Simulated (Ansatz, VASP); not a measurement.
## Two plane-wave programs on C

The input INCAR:

```
ALGO     = Normal         # electronic algorithm
EDIFF    = 1E-7           # SCF threshold, eV
ENCUT    = 520            # plane-wave cutoff, eV
GGA      = PE             # functional
ISIF     = 2              # what is computed and relaxed
ISMEAR   = 0              # smearing method
LASPH    = True           # aspherical terms in the spheres
LCHARG   = False          # write CHGCAR
LREAL    = False          # projectors in reciprocal space
LWAVE    = False          # write WAVECAR
NBANDS   = 11             # bands
NELM     = 60             # most SCF steps
PREC     = Accurate       # precision mode
SIGMA    = 0.05           # smearing width, eV
```

KPOINTS

```
k-points
0
Gamma
  12 12 12
```

The input POSCAR:

```
C
1.0
    0.0000000000      1.7843890609      1.6598387044
    1.7843890609      0.0000000000      1.6598387044
    1.7843890609      1.7843890609      0.0000000000
C
2
Direct
    0.5000000000      0.5000000000      0.5000000000
    0.7500000000      0.7500000000      0.7500000000
```

Input for Ansatz:

```yaml
crystal:
  lattice:
    - [0.0, 1.7843890609, 1.6598387044]
    - [1.7843890609, 0.0, 1.6598387044]
    - [1.7843890609, 1.7843890609, 0.0]
  atoms:
    - { symbol: C, position: [0.5, 0.5, 0.5] }
    - { symbol: C, position: [0.75, 0.75, 0.75] }
basis:
  ecutwfc: 520.0
kpoints:
  mp_grid: { grid: [12, 12, 12] }
hamiltonian:
  xc: pbe
  pseudopotentials: { kind: paw, azcp: { folder: soft_1 } }
scf:
  occupations: { method: gaussian, width: 0.05 }
output:
  forces: true
  stress: true
  eigenvalues: true
  write_density: true
  write_potential: true
  elf: true
  volumetric_format: npy
```

Alike in both runs: task single point; functional PBE; k mesh 12 × 12 × 12; occupations gaussian, width 0.05 eV; no spin polarisation.

|  | VASP | Ansatz |
| --- | --- | --- |
| version | VASP 6.6.1 | Ansatz 0.2.0 |
| potentials or method | VASP PAW PBE potentials, release 64 (C), cutoff 520 eV | scalar-relativistic, plane waves, PAW |
| valence electrons in the cell | 8 | 8 |

Ansatz gave:

* gap on the k mesh at the Fermi level (eV): 2.46
* least direct gap on the mesh (eV): 4.52

Q: What did VASP give for the same quantities?

A: gap on the k mesh at the Fermi level (eV): 2.45; least direct gap on the mesh (eV): 4.52.
